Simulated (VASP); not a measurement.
# SnTe (Pm-3m) in VASP: a series of runs, part 3 of 3

VASP 6.6.1. Earlier steps stand in the parts before.

## 6. Relaxation of cell and atoms, PBEsol+D4

This run uses another cell than the first one, of 29.77 Å³/atom, 1.423 times its volume.

Contents of INCAR:

```
SYSTEM = SnTe
ALGO = Normal
EDIFF = 1E-7
EDIFFG = -0.01
ENCUT = 600
GGA = PS
IBRION = 2
ISIF = 3
ISMEAR = -1
IVDW = 13
LASPH = .TRUE.
LCHARG = .FALSE.
LREAL = .FALSE.
LWAVE = .FALSE.
NELM = 60
NSW = 60
PREC = Accurate
SIGMA = 0.05
```

Contents of KPOINTS:

```
k-points
0
G
  7 7 7
  0 0 0
```

Contents of POSCAR:

```
SnTe
1.0
    3.9047000000      0.0000000000      0.0000000000
    0.0000000000      3.9047000000      0.0000000000
    0.0000000000      0.0000000000      3.9047000000
Te Sn
1 1
Direct
    0.5000000000      0.5000000000      0.5000000000
    0.0000000000      0.0000000000      0.0000000000
```

Potentials or basis: VASP PAW PBE potentials, release 64 (Te, Sn_d).

Run with:

```bash
cat potpaw_PBE.64/Te/POTCAR potpaw_PBE.64/Sn_d/POTCAR > POTCAR
mpirun -np 1 vasp_std > vasp.out
```

OUTCAR:

```text
SYSTEM = SnTe
   EDIFF = 1E-7
   EDIFFG = -0.01
   ENCUT = 600
   GGA = PS
   IBRION = 2
   ISIF = 3
   ISMEAR = -1
   IVDW = 13
   LASPH = .TRUE.
   LREAL = .FALSE.
   NELM = 60
   NSW = 60
   PREC = Accurate

 ion  position               nearest neighbor table
   1  0.500  0.500  0.500-   2 3.38   2 3.38   2 3.38   2 3.38   2 3.38   2 3.38   2 3.38   2 3.38

   2  0.000  0.000  0.000-   1 3.38   1 3.38   1 3.38   1 3.38   1 3.38   1 3.38   1 3.38   1 3.38

  LATTYP: Found a simple cubic cell.
 ALAT       =     3.9047000000

  Lattice vectors:

 A1 = (   3.9047000000,   0.0000000000,   0.0000000000)
 A2 = (   0.0000000000,   3.9047000000,   0.0000000000)
 A3 = (   0.0000000000,   0.0000000000,   3.9047000000)

Analysis of symmetry for initial positions (statically):
=====================================================================
 Subroutine PRICEL returns:
 Original cell was already a primitive cell.

 Routine SETGRP: Setting up the symmetry group for a
 simple cubic supercell.

 Subroutine GETGRP returns: Found 48 space group operations
 (whereof 48 operations were pure point group operations)
 out of a pool of 48 trial point group operations.

The static configuration has the point symmetry O_h .

Analysis of symmetry for dynamics (positions and initial velocities):
=====================================================================
 Subroutine PRICEL returns:
 Original cell was already a primitive cell.

 Routine SETGRP: Setting up the symmetry group for a
 simple cubic supercell.

 Subroutine GETGRP returns: Found 48 space group operations
 (whereof 48 operations were pure point group operations)
 out of a pool of 48 trial point group operations.

The dynamic configuration has the point symmetry O_h .

 Subroutine INISYM returns: Found 48 space group operations
 (whereof 48 operations are pure point group operations),
 and found     1 'primitive' translations

----------------------------------------------------------------------------------------

                                     Primitive cell

  volume of cell :      59.5337

  direct lattice vectors                    reciprocal lattice vectors
     3.904700000  0.000000000  0.000000000     0.256101621  0.000000000  0.000000000
     0.000000000  3.904700000  0.000000000     0.000000000  0.256101621  0.000000000
     0.000000000  0.000000000  3.904700000     0.000000000  0.000000000  0.256101621

  length of vectors
     3.904700000  3.904700000  3.904700000     0.256101621  0.256101621  0.256101621

  position of ions in fractional coordinates (direct lattice)
     0.500000000  0.500000000  0.500000000
     0.000000000  0.000000000  0.000000000

  ion indices of the primitive-cell ions
   primitive index   ion index
                 1           1
                 2           2

----------------------------------------------------------------------------------------

 KPOINTS: k-points

Automatic generation of k-mesh.
 Grid dimensions read from file:
 generate k-points for:    7    7    7

 Generating k-lattice:

  Cartesian coordinates                     Fractional coordinates (reciprocal lattice)
     0.036585946  0.000000000  0.000000000     0.142857143  0.000000000  0.000000000
     0.000000000  0.036585946  0.000000000     0.000000000  0.142857143  0.000000000
     0.000000000  0.000000000  0.036585946     0.000000000  0.000000000  0.142857143

  Length of vectors
     0.036585946  0.036585946  0.036585946

  Shift w.r.t. Gamma in fractional coordinates (k-lattice)
     0.000000000  0.000000000  0.000000000

 Subroutine IBZKPT returns following result:
 ===========================================

 Found     20 irreducible k-points:

 Following reciprocal coordinates:
            Coordinates               Weight
  0.000000  0.000000  0.000000      1.000000
  0.142857  0.000000  0.000000      6.000000
  0.285714  0.000000  0.000000      6.000000
  0.428571  0.000000  0.000000      6.000000
  0.142857  0.142857  0.000000     12.000000
  0.285714  0.142857  0.000000     24.000000
[... 12 lines left out ...]
  0.428571  0.428571  0.285714     24.000000
  0.428571  0.428571  0.428571      8.000000
   k-points           NKPTS =     20   k-points in BZ     NKDIM =     20   number of bands    NBANDS=     14
   number of dos      NEDOS =    301   number of ions     NIONS =      2
   total plane-waves  NPLWV =  32768
   dimension x,y,z NGX =    32 NGY =   32 NGZ =   32
   dimension x,y,z NGXF=    64 NGYF=   64 NGZF=   64
   ions per type =               1   1
   NGX,Y,Z   is equivalent  to a cutoff of  13.62, 13.62, 13.62 a.u.
   NGXF,Y,Z  is equivalent  to a cutoff of  27.25, 27.25, 27.25 a.u.
 SYSTEM =  SnTe
   PREC   = accura    normal or accurate (medium, high low for compatibility)
   ISTART =      0    job   : 0-new  1-cont  2-samecut
   ICHARG =      2    charge: 1-file 2-atom 10-const
   ISPIN  =      1    spin polarized calculation?
   LNONCOLLINEAR =      F non collinear calculations
   LSORBIT =      F    spin-orbit coupling
   LASPH  =      T    aspherical Exc in radial PAW
   ENCUT  =  600.0 eV  44.10 Ry    6.64 a.u.   7.80  7.80  7.80*2*pi/ulx,y,z
   NELM   =     60;   NELMIN=  2; NELMDL= -5     # of ELM steps
   EDIFF  = 0.1E-06   stopping-criterion for ELM
   LREAL  =      F    real-space projection
   EDIFFG = -.1E-01   stopping-criterion for IOM
   NSW    =     60    number of steps for IOM
   IBRION =      2    ionic relax: 0-MD 1-quasi-New 2-CG
   NFREE  =      1    steps in history (QN), initial steepest desc. (CG)
   ISIF   =      3    stress and relaxation
   ISYM   =      2    0-nonsym 1-usesym 2-fastsym
   POTIM  = 0.5000    time-step for ionic-motion
   TEBEG  =    0.0;   TEEND  =   0.0 temperature during run
   PSTRESS=    0.0 pullay stress
   NELECT =      20.0000    total number of electrons
   NUPDOWN=      -1.0000    fix difference up-down
   EMIN   =  10.00;   EMAX   =-10.00  energy-range for DOS
   EFERMI =   0.00;   METHOD = LEGACY
   ISMEAR =    -1;   SIGMA  =   0.05  broadening in eV -4-tet -1-fermi 0-gaus
   EFERMI_NEDOS =   21; number of points for ismear=-14 and -15
   IALGO  =     38    algorithm
   IMIX   =      4    mixing-type and parameters
     AMIX     =   0.40;   BMIX     =  1.00
     AMIX_MAG =   1.60;   BMIX_MAG =  1.00
  volume/ion in A,a.u.               =      29.77       200.88
  Fermi-wavevector in a.u.,A,eV,Ry     =   1.138057  2.150615 17.621893  1.295173
  Thomas-Fermi vector in A             =   2.274761
   LORBIT       =      0    0 simple, 1 ext, 2 COOP (PROOUT), +10 PAW based schemes
   GGA     = PS    functional components
   LHFCALC =     F    Hartree Fock is set to
   AEXX    =    0.0000 exact exchange contribution
   IVDW    =    13    specifies the selected vdW correction
   LEPSILON=     F    determine dielectric tensor
   LRPA    =     F    only Hartree local field effects (RPA)
 conjugate gradient relaxation of ions
 non-spin polarized calculation
  energy-cutoff  :      600.00
  volume of cell :       59.53
 maximum number of plane-waves:      2001
 NGX is ok and might be reduce to    32
   NGX = 15   NGY = 15   NGZ = 15

--------------------------------------- Ionic step        1  -------------------------------------------

 number of electron      19.9999995 magnetization

 Free energy of the ion-electron system (eV)
  ---------------------------------------------------
  ext. energy  EPLUGINS =         0.00000000
  ---------------------------------------------------
  free energy    TOTEN  =        -7.89812454 eV

  energy without entropy =       -7.87933321  energy(sigma->0) =       -7.88872887

------------------------ aborting loop because EDIFF is reached ----------------------------------------

  DFT-D4 for vdW energy calculation

  Edisp (eV):   -0.53142
[... 105 lines left out ...]
  FREE ENERGIE OF THE ION-ELECTRON SYSTEM (eV)
  ---------------------------------------------------
  free  energy   TOTEN  =        -8.5567678670 eV

  energy  without entropy=       -8.5486327699  energy(sigma->0) =       -8.55270032

[... ionic steps 4 to 9 ...]

--------------------------------------- Ionic step       10  -------------------------------------------

 number of electron      19.9999998 magnetization

------------------------ aborting loop because EDIFF is reached ----------------------------------------
[... 75 lines left out ...]
--------------------------------------- Ionic step       12  -------------------------------------------

 number of electron      19.9999998 magnetization

 Free energy of the ion-electron system (eV)
  ---------------------------------------------------
  ext. energy  EPLUGINS =         0.00000000
  ---------------------------------------------------
  free energy    TOTEN  =        -7.96187478 eV

  energy without entropy =       -7.95375419  energy(sigma->0) =       -7.95781448

 E-fermi :   8.4372     XC(G=0): -10.5708

 val. band max:        8.4027792277   @ k =   0.4286   0.2857   0.0000
 cond. band min:       8.5166360484   @ k =   0.2857   0.1429   0.0000
 fundamental gap:      0.1138568208
 Fermi energy:         8.4371975137

 k-point     1 :       0.0000    0.0000    0.0000
  band No.  band energies     occupation
      1     -12.9966      2.00000
      2     -12.9966      2.00000
      3     -12.9415      2.00000
      4     -12.9415      2.00000
      5     -12.9415      2.00000
      6      -4.7963      2.00000
      7       3.5151      2.00000
      8       6.3978      2.00000
      9       6.3978      2.00000
     10       6.3978      2.00000
     11      11.7215      0.00000
     12      11.7215      0.00000
     13      14.6344      0.00000
     14      14.6344      0.00000
[... 354 lines left out ...]
  FREE ENERGIE OF THE ION-ELECTRON SYSTEM (eV)
  ---------------------------------------------------
  free  energy   TOTEN  =        -8.5567739374 eV

  energy  without entropy=       -8.5486533520  energy(sigma->0) =       -8.55271364

 reached required accuracy - stopping structural energy minimisation
```

OSZICAR:

```text
N       E                     dE             d eps       ncg     rms          rms(c)
DAV:   1     0.126672095816E+03    0.12667E+03   -0.10671E+04   566   0.183E+03
DAV:   2     0.290012917074E+01   -0.12377E+03   -0.12225E+03   584   0.389E+02
DAV:   3    -0.766818377254E+01   -0.10568E+02   -0.10334E+02   716   0.986E+01
DAV:   4    -0.796791820702E+01   -0.29973E+00   -0.29438E+00   678   0.170E+01
[... 67 lines left out ...]
       N       E                     dE             d eps       ncg     rms          rms(c)
DAV:   1    -0.796187570159E+01    0.41532E-04   -0.21714E-05   686   0.793E-02    0.558E-03
DAV:   2    -0.796187488088E+01    0.82072E-06   -0.12584E-06   632   0.202E-02    0.237E-03
DAV:   3    -0.796187473723E+01    0.14365E-06   -0.52183E-07   446   0.120E-02    0.472E-04
DAV:   4    -0.796187477694E+01   -0.39708E-07   -0.29699E-08   280   0.158E-03
  12 F= -.85567739E+01 E0= -.85527136E+01  d E =-.337404E-05
```

CONTCAR:

```text
SnTe
   1.00000000000000
     3.7500507069253191   -0.0000000000000001    0.0000000000000001
    -0.0000000000000001    3.7500507069253191   -0.0000000000000001
     0.0000000000000000   -0.0000000000000001    3.7500507069253191
  Te              Sn
     1     1
Direct
     0.5000000000000000    0.5000000000000000    0.5000000000000000
     0.0000000000000000    1.0000000000000000    0.0000000000000000

  0.00000000E+00  0.00000000E+00  0.00000000E+00
  0.00000000E+00  0.00000000E+00  0.00000000E+00
```

Run time: 67 s. Hardware: 1 thread of AMD EPYC 7R43 (Zen 3), shared host; peak memory 0.16 GiB.

Results:

| Property | Result |
| --- | --- |
| Free energy | -8.5568 eV |
| Relaxed volume | 26.37 Å³/atom |
| Relaxed cell | a = 3.750 Å, b = 3.750 Å, c = 3.750 Å, α = 90.00°, β = 90.00°, γ = 90.00° |
| Space group after relaxing (to 0.05 Å) | Pm-3m (No. 221) |
| Energy gained by relaxing | 63.6 meV/atom |
| Ionic steps | 12 |
| Pressure after relaxing | -0.1 GPa |
| Band gap on the k mesh | zero (band 10 reaches 8.85 eV, above the bottom of band 11 at 7.21 eV) |
| Dispersion energy per atom | -0.297 eV |

Step by step:
```
step  energy change (eV)  largest force (eV/Å)  pressure (GPa)  volume (Å³)
   1              0.0000                0.0000           -4.26        59.53
   2             -0.1269                0.0000           -0.34        52.98
   3             -0.1272                0.0000           -0.07        52.75
   4             -0.1272                0.0000           -0.07        52.75
   5             -0.1272                0.0000           -0.07        52.74
   6             -0.1272                0.0000           -0.07        52.74
   7             -0.1272                0.0000           -0.07        52.74
   8             -0.1272                0.0000           -0.07        52.74
   9             -0.1272                0.0000           -0.07        52.74
  10             -0.1272                0.0000           -0.07        52.74
  11             -0.1272                0.0000           -0.06        52.74
  12             -0.1272                0.0000           -0.06        52.74
```

Final structure:
```cif
data_structure
_symmetry_space_group_name_H-M 'P 1'
_symmetry_Int_Tables_number 1
_cell_length_a 3.7501
_cell_length_b 3.7501
_cell_length_c 3.7501
_cell_angle_alpha 90.000
_cell_angle_beta 90.000
_cell_angle_gamma 90.000
_cell_volume 52.74
loop_
_atom_site_label
_atom_site_type_symbol
_atom_site_fract_x
_atom_site_fract_y
_atom_site_fract_z
_atom_site_occupancy
Te1 Te 0.50000 0.50000 0.50000 1
Sn1 Sn 0.00000 0.00000 0.00000 1
```

Caveat: the PAW data sets were made with another functional, which shifts forces and pressure a little; spin-orbit coupling is left out, which moves the levels of the heavy elements; pairwise dispersion overbinds metals, which lowers pressure and volume.

## 7. Overview

```tsv
task	level	cell	cutoff (eV)	gap on the mesh (eV)	pressure (GPa)	relaxed volume (Å³/atom)
single point	RPBE+D3(BJ)	a = 3.471 Å, 2 atoms	520	none	-0.1	-
single point	PBEsol+D3(BJ)	a = 3.724 Å, 2 atoms	520	none	0.0	-
single point	PBEsol+D4	a = 3.747 Å, 2 atoms	520	none	0.0	-
relaxation of cell and atoms	PBEsol+D3(BJ)	relaxed from a = 3.905 Å, 2 atoms	600	none	-0.1	25.86
relaxation of cell and atoms	PBEsol+D4	relaxed from a = 3.905 Å, 2 atoms	600	none	-0.1	26.37
```

Alike in all rows: potentials or basis VASP PAW PBE potentials, release 64 (Te, Sn_d); no spin polarisation; k mesh 7 × 7 × 7; smearing fermi-dirac 0.05 eV.

Caveats: the PAW data sets were made with another functional, which shifts forces and pressure a little; spin-orbit coupling is left out, which moves the levels of the heavy elements; pairwise dispersion overbinds metals, which lowers pressure and volume.

Absolute energies hang on the potentials; compare differences alone.
